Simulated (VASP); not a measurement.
Wanted: the native input for a VASP 6.6.1 run.

| Property | Result |
| --- | --- |
| Task | single point |
| Functional | PBE |
| Potentials or basis | VASP PAW PBE potentials, release 64 (Sr_sv, Ni) |
| Cutoff | 520 eV |
| k mesh | 8 × 8 × 8 |
| Occupations | gaussian, width 0.05 eV |
| Spin | collinear spin, ferromagnetic start |
| Starting moments | [0.0, 0.44, 0.44, 0.44] μB |
| Dipole correction | no |
| Further INCAR settings | ALGO = Normal; EDIFF = 1e-06; NBANDS = 32 |

The structure of SrNi3 lies in POSCAR:

```
SrNi3
1.0
    4.0472136419      0.0000000000      0.0000000000
    0.0000000000      4.0472136419      0.0000000000
    0.0000000000      0.0000000000      4.0472136419
Sr Ni
1 3
Direct
    0.0000000000      0.0000000000      0.0000000000
    0.0000000000      0.5000000000      0.5000000000
    0.5000000000      0.5000000000      0.0000000000
    0.5000000000      0.0000000000      0.5000000000
```

This cell differs from its parent crystal: volume scaled by 1.040.

The input as run:

INCAR

```
PREC = Accurate
ENCUT = 520
EDIFF = 1E-6
ISMEAR = 0
SIGMA = 0.05
LREAL = F
LASPH = T
NELM = 150
ALGO = Normal
ISIF = 2
LWAVE = F
LCHARG = F
ISPIN = 2
MAGMOM = 0 0.44 0.44 0.44
LORBIT = 11
LMAXMIX = 4
GGA = PE
NBANDS = 32
```

KPOINTS

```
Automatic mesh
0
Gamma
  8 8 8
```

Potentials or basis: VASP PAW PBE potentials, release 64 (Sr_sv, Ni).

The run is started by

```bash
$ cat potpaw_PBE.64/Sr_sv/POTCAR potpaw_PBE.64/Ni/POTCAR > POTCAR
$ mpirun -np 1 vasp_std > vasp.out
```

Results of the run:

| Item | Value |
| --- | --- |
| Pressure | -2.3 GPa |
| Net moment | 1.08 μB per cell |
| Site moments | Sr -0.03; Ni +0.40 μB |
| Valence electrons inside the program's atomic spheres | Sr 8.25; Ni 9.05 |

Wall time 2.5 min on 1 thread of Oxide Virtual Turin-like Processor, on a shared host, peak memory 0.23 GiB.
